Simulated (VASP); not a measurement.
# KF (R-3m) in VASP: a series of runs

Runs on KF. Level: LDA. Tasks: single point.

All numbers are computed with VASP 6.6.1; they aren't measurements. Logs are shortened: lines on timing, memory, paths and dates and some standing lists are left out, and cuts for length are marked.

## (1) The cell of the first run

It takes space group R-3m (No. 166, trigonal). The conventional cell has a = 3.690 Å, b = 3.690 Å, c = 8.615 Å, α = 90.00°, β = 90.00°, γ = 120.00°. Within 3.4 Å of K (site symmetry -3m) lie 6 F at 2.57 Å. F (site symmetry -3m) has 6 K at 2.57 Å within 3.4 Å.

## (2) Single point, LDA

Input file INCAR:

```
PREC = Accurate
ENCUT = 520
EDIFF = 1E-6
ISMEAR = 0
SIGMA = 0.05
LREAL = F
LASPH = T
NELM = 60
ALGO = Normal
ISIF = 2
LWAVE = F
LCHARG = F
NBANDS = 15
```

Input file KPOINTS:

```
regular mesh
0
Gamma
  8 8 8
```

Input file POSCAR:

```
KF
1.0
   -0.0817623944      2.5276757261      2.5276757261
    2.5276757261     -0.0817623944      2.5276757261
    2.5276757261      2.5276757261     -0.0817623944
K F
1 1
Direct
    0.0000000000      0.0000000000      0.0000000000
    0.5000000000      0.5000000000      0.5000000000
```

Potentials or basis: VASP PAW LDA potentials, release 64 (K_sv, F).

The run is started by

```sh
$ cat potpaw_LDA.64/K_sv/POTCAR potpaw_LDA.64/F/POTCAR > POTCAR
$ mpirun -np 1 vasp_std > vasp.out
```

OUTCAR:

```text
PREC = Accurate
   ENCUT = 520
   EDIFF = 1E-6
   ISMEAR = 0
   LREAL = F
   LASPH = T
   NELM = 60
   ISIF = 2

 ion  position               nearest neighbor table
   1  0.000  0.000  0.000-   2 2.57   2 2.57   2 2.57   2 2.57   2 2.57   2 2.57
   2  0.500  0.500  0.500-   1 2.57   1 2.57   1 2.57   1 2.57   1 2.57   1 2.57

  LATTYP: Found a trigonal (rhomboedric) cell.
 ALAT       =     3.5756082338
 COS(alpha) =     0.4674086020

  Lattice vectors:

 A1 = (  -0.0817623944,   2.5276757261,   2.5276757261)
 A2 = (   2.5276757261,  -0.0817623944,   2.5276757261)
 A3 = (   2.5276757261,   2.5276757261,  -0.0817623944)

Analysis of symmetry for initial positions (statically):
=====================================================================
 Subroutine PRICEL returns:
 Original cell was already a primitive cell.

 Routine SETGRP: Setting up the symmetry group for a
 trigonal (rhombohedral) supercell.

 Subroutine GETGRP returns: Found 12 space group operations
 (whereof 12 operations were pure point group operations)
 out of a pool of 12 trial point group operations.

The static configuration has the point symmetry D_3d.

Analysis of symmetry for dynamics (positions and initial velocities):
=====================================================================
 Subroutine PRICEL returns:
 Original cell was already a primitive cell.

 Routine SETGRP: Setting up the symmetry group for a
 trigonal (rhombohedral) supercell.

 Subroutine GETGRP returns: Found 12 space group operations
 (whereof 12 operations were pure point group operations)
 out of a pool of 12 trial point group operations.

The dynamic configuration has the point symmetry D_3d.

 Subroutine INISYM returns: Found 12 space group operations
 (whereof 12 operations are pure point group operations),
 and found     1 'primitive' translations

----------------------------------------------------------------------------------------

                                     Primitive cell

  volume of cell :      33.8660

  direct lattice vectors                    reciprocal lattice vectors
    -0.081762394  2.527675726  2.527675726    -0.188462159  0.194762103  0.194762103
     2.527675726 -0.081762394  2.527675726     0.194762103 -0.188462159  0.194762103
     2.527675726  2.527675726 -0.081762394     0.194762103  0.194762103 -0.188462159

  length of vectors
     3.575608234  3.575608234  3.575608234     0.333740227  0.333740227  0.333740227

  position of ions in fractional coordinates (direct lattice)
     0.000000000  0.000000000  0.000000000
     0.500000000  0.500000000  0.500000000

  ion indices of the primitive-cell ions
   primitive index   ion index
                 1           1
                 2           2

----------------------------------------------------------------------------------------

 KPOINTS: regular mesh

Automatic generation of k-mesh.
 Grid dimensions read from file:
 generate k-points for:    8    8    8

 Generating k-lattice:

  Cartesian coordinates                     Fractional coordinates (reciprocal lattice)
    -0.023557770  0.024345263  0.024345263     0.125000000  0.000000000  0.000000000
     0.024345263 -0.023557770  0.024345263     0.000000000  0.125000000  0.000000000
     0.024345263  0.024345263 -0.023557770     0.000000000  0.000000000  0.125000000

  Length of vectors
     0.041717528  0.041717528  0.041717528

  Shift w.r.t. Gamma in fractional coordinates (k-lattice)
     0.000000000  0.000000000  0.000000000

 Subroutine IBZKPT returns following result:
 ===========================================

 Found     65 irreducible k-points:

 Following reciprocal coordinates:
            Coordinates               Weight
  0.000000  0.000000  0.000000      1.000000
  0.125000  0.000000  0.000000      6.000000
  0.250000  0.000000  0.000000      6.000000
  0.375000  0.000000 -0.000000      6.000000
  0.500000  0.000000  0.000000      3.000000
  0.125000  0.125000  0.000000      6.000000
[... 16 lines left out ...]
  0.250000  0.125000  0.125000      6.000000
  0.375000  0.125000  0.125000      6.000000
 [... further k-points ...]
   k-points           NKPTS =     65   k-points in BZ     NKDIM =     65   number of bands    NBANDS=     15
   number of dos      NEDOS =    301   number of ions     NIONS =      2
   total plane-waves  NPLWV =  21952
   dimension x,y,z NGX =    28 NGY =   28 NGZ =   28
   dimension x,y,z NGXF=    56 NGYF=   56 NGZF=   56
   ions per type =               1   1
   NGX,Y,Z   is equivalent  to a cutoff of  13.02, 13.02, 13.02 a.u.
   NGXF,Y,Z  is equivalent  to a cutoff of  26.04, 26.04, 26.04 a.u.
 SYSTEM =  unknown system
   PREC   = accura    normal or accurate (medium, high low for compatibility)
   ISTART =      0    job   : 0-new  1-cont  2-samecut
   ICHARG =      2    charge: 1-file 2-atom 10-const
   ISPIN  =      1    spin polarized calculation?
   LNONCOLLINEAR =      F non collinear calculations
   LSORBIT =      F    spin-orbit coupling
   LASPH  =      T    aspherical Exc in radial PAW
   ENCUT  =  520.0 eV  38.22 Ry    6.18 a.u.   6.65  6.65  6.65*2*pi/ulx,y,z
   NELM   =     60;   NELMIN=  2; NELMDL= -5     # of ELM steps
   EDIFF  = 0.1E-05   stopping-criterion for ELM
   LREAL  =      F    real-space projection
   EDIFFG = 0.1E-04   stopping-criterion for IOM
   NSW    =      0    number of steps for IOM
   IBRION =     -1    ionic relax: 0-MD 1-quasi-New 2-CG
   NFREE  =      0    steps in history (QN), initial steepest desc. (CG)
   ISIF   =      2    stress and relaxation
   ISYM   =      2    0-nonsym 1-usesym 2-fastsym
   POTIM  = 0.5000    time-step for ionic-motion
   TEBEG  =    0.0;   TEEND  =   0.0 temperature during run
   PSTRESS=    0.0 pullay stress
   NELECT =      16.0000    total number of electrons
   NUPDOWN=      -1.0000    fix difference up-down
   EMIN   =  10.00;   EMAX   =-10.00  energy-range for DOS
   EFERMI =   0.00;   METHOD = LEGACY
   ISMEAR =     0;   SIGMA  =   0.05  broadening in eV -4-tet -1-fermi 0-gaus
   EFERMI_NEDOS =   21; number of points for ismear=-14 and -15
   IALGO  =     38    algorithm
   IMIX   =      4    mixing-type and parameters
     AMIX     =   0.40;   BMIX     =  1.00
     AMIX_MAG =   1.60;   BMIX_MAG =  1.00
  volume/ion in A,a.u.               =      16.93       114.27
  Fermi-wavevector in a.u.,A,eV,Ry     =   1.275049  2.409493 22.119669  1.625750
  Thomas-Fermi vector in A             =   2.407783
   LORBIT       =      0    0 simple, 1 ext, 2 COOP (PROOUT), +10 PAW based schemes
   GGA     = CA    functional components
   LHFCALC =     F    Hartree Fock is set to
   AEXX    =    0.0000 exact exchange contribution
   IVDW    =     0    specifies the selected vdW correction
   LEPSILON=     F    determine dielectric tensor
   LRPA    =     F    only Hartree local field effects (RPA)
 non-spin polarized calculation
 Gauss-broadening in eV      SIGMA  =   0.05
  energy-cutoff  :      520.00
  volume of cell :       33.87
 maximum number of plane-waves:       922
   NGX = 13   NGY = 13   NGZ = 13

 number of electron      16.0000000 magnetization

 Free energy of the ion-electron system (eV)
  ---------------------------------------------------
  ext. energy  EPLUGINS =         0.00000000
  ---------------------------------------------------
  free energy    TOTEN  =        -9.06501484 eV

  energy without entropy =       -9.06501484  energy(sigma->0) =       -9.06501484

 E-fermi :  -2.5923     XC(G=0):  -9.6911

 val. band max:       -2.8393635010   @ k =   0.0000   0.0000   0.0000
 cond. band min:       3.5630474823   @ k =   0.0000   0.0000   0.0000
 fundamental gap:      6.4024109833
 Fermi energy:        -2.5922870966

 k-point     1 :       0.0000    0.0000    0.0000
  band No.  band energies     occupation
      1     -28.2307      2.00000
      2     -21.1463      2.00000
      3     -11.5991      2.00000
      4     -11.5991      2.00000
      5     -11.5539      2.00000
      6      -2.8787      2.00000
      7      -2.8787      2.00000
      8      -2.8394      2.00000
      9       3.5630      0.00000
     10       7.7406      0.00000
     11       7.7406      0.00000
     12       8.3386      0.00000
     13       9.8685      0.00000
     14       9.8685      0.00000
     15      14.2538      0.00000

 k-point     2 :       0.1250    0.0000    0.0000
  band No.  band energies     occupation
      1     -28.2055      2.00000
      2     -21.1742      2.00000
      3     -11.6450      2.00000
      4     -11.6017      2.00000
      5     -11.5676      2.00000
      6      -3.0518      2.00000
      7      -2.9539      2.00000
      8      -2.9106      2.00000
      9       4.0403      0.00000
     10       7.5458      0.00000
     11       7.9662      0.00000
     12       8.5273      0.00000
     13      10.0553      0.00000
     14      10.0631      0.00000
     15      15.1056      0.00000

 k-point     3 :       0.2500    0.0000    0.0000
  band No.  band energies     occupation
      1     -28.1438      2.00000
      2     -21.2426      2.00000
      3     -11.7670      2.00000
      4     -11.6076      2.00000
      5     -11.5874      2.00000
      6      -3.4231      2.00000
      7      -3.1305      2.00000
      8      -3.0681      2.00000
      9       5.1842      0.00000
     10       7.2849      0.00000
     11       8.5409      0.00000
     12       9.1062      0.00000
     13      10.6009      0.00000
     14      10.6468      0.00000
     15      16.4956      0.00000

 k-point     4 :       0.3750    0.0000   -0.0000
  band No.  band energies     occupation
      1     -28.0806      2.00000
      2     -21.3127      2.00000
      3     -11.8887      2.00000
      4     -11.6131      2.00000
      5     -11.6045      2.00000
      6      -3.7418      2.00000
      7      -3.3007      2.00000
      8      -3.2187      2.00000
      9       6.1441      0.00000
     10       7.6419      0.00000
     11       9.1337      0.00000
     12       9.6834      0.00000
     13      11.4793      0.00000
     14      11.6063      0.00000
     15      15.4032      0.00000
[... 307 lines left out ...]
 k-point    22 :       0.1250    0.1250    0.1250
  band No.  band energies     occupation
      1     -28.2017      2.00000
      2     -21.1704      2.00000
      3     -11.6233      2.00000
      4     -11.6089      2.00000
      5     -11.6089      2.00000
      6      -3.0263      2.00000
      7      -2.9620      2.00000
      8      -2.9620      2.00000
      9       4.0908      0.00000
     10       7.9123      0.00000
     11       8.0265      0.00000
     12       8.0265      0.00000
     13      10.0298      0.00000
     14      10.0298      0.00000
     15      15.3119      0.00000

 k-point    23 :       0.2500    0.1250    0.1250
  band No.  band energies     occupation
      1     -28.1630      2.00000
      2     -21.2062      2.00000
      3     -11.7053      2.00000
      4     -11.6760      2.00000
      5     -11.5836      2.00000
      6      -3.3107      2.00000
      7      -3.1271      2.00000
      8      -2.9002      2.00000
      9       4.7818      0.00000
     10       7.3002      0.00000
     11       8.2747      0.00000
     12       8.8868      0.00000
     13      10.3009      0.00000
     14      10.3106      0.00000
     15      16.4409      0.00000

 k-point    24 :       0.3750    0.1250    0.1250
  band No.  band energies     occupation
      1     -28.1017      2.00000
      2     -21.2658      2.00000
      3     -11.8419      2.00000
      4     -11.7307      2.00000
      5     -11.5901      2.00000
      6      -3.5955      2.00000
      7      -3.2905      2.00000
      8      -2.9785      2.00000
      9       5.8761      0.00000
     10       7.0710      0.00000
     11       8.8816      0.00000
     12       9.5101      0.00000
     13      10.8096      0.00000
     14      11.2109      0.00000
     15      16.4560      0.00000

 [... further k-points ...]

------------------------ aborting loop because EDIFF is reached ----------------------------------------

  FORCE on cell =-STRESS in cart. coord.  units (eV):
  Direction    XX          YY          ZZ          XY          YZ          ZX
  --------------------------------------------------------------------------------------
  -------------------------------------------------------------------------------------
  Total        0.1916412      0.1916412      0.1916412      0.0766997      0.0766997      0.0766997
  in kB        9.0664135      9.0664135      9.0664135      3.6286095      3.6286095      3.6286095
  external PRESSURE =       9.0664135 kB  Pullay stress =       0.0000000 kB

 VOLUME and BASIS-vectors are now :
 -----------------------------------------------------------------------------
  energy-cutoff  :      520.00
  volume of cell :       33.87
      direct lattice vectors                 reciprocal lattice vectors
    -0.081762394  2.527675726  2.527675726    -0.188462159  0.194762103  0.194762103
     2.527675726 -0.081762394  2.527675726     0.194762103 -0.188462159  0.194762103
     2.527675726  2.527675726 -0.081762394     0.194762103  0.194762103 -0.188462159

 POSITION                                       TOTAL-FORCE (eV/Angst)
 -----------------------------------------------------------------------------------
      0.00000      0.00000      0.00000        -0.000000      0.000000     -0.000000
      2.48679      2.48679      2.48679         0.000000     -0.000000      0.000000
 -----------------------------------------------------------------------------------
    total drift:                                0.000000      0.000000      0.000000

  FREE ENERGIE OF THE ION-ELECTRON SYSTEM (eV)
  ---------------------------------------------------
  free  energy   TOTEN  =        -9.0650148397 eV

  energy  without entropy=       -9.0650148397  energy(sigma->0) =       -9.06501484
```

It took 21 s on 1 thread of AMD EPYC 9R14 (Zen 4), shared host; peak memory 0.13 GiB.

What came out:

```yaml
Free_energy: -9.0650 eV
Pressure: 0.9 GPa
Band_gap_on_the_k_mesh: 6.40 eV, direct
```

Stress tensor (GPa, compression positive):
```
0.91 0.36 0.36
0.36 0.91 0.36
0.36 0.36 0.91
```

A k mesh can miss the band edges.

(Part 1 of 3 ends here.)
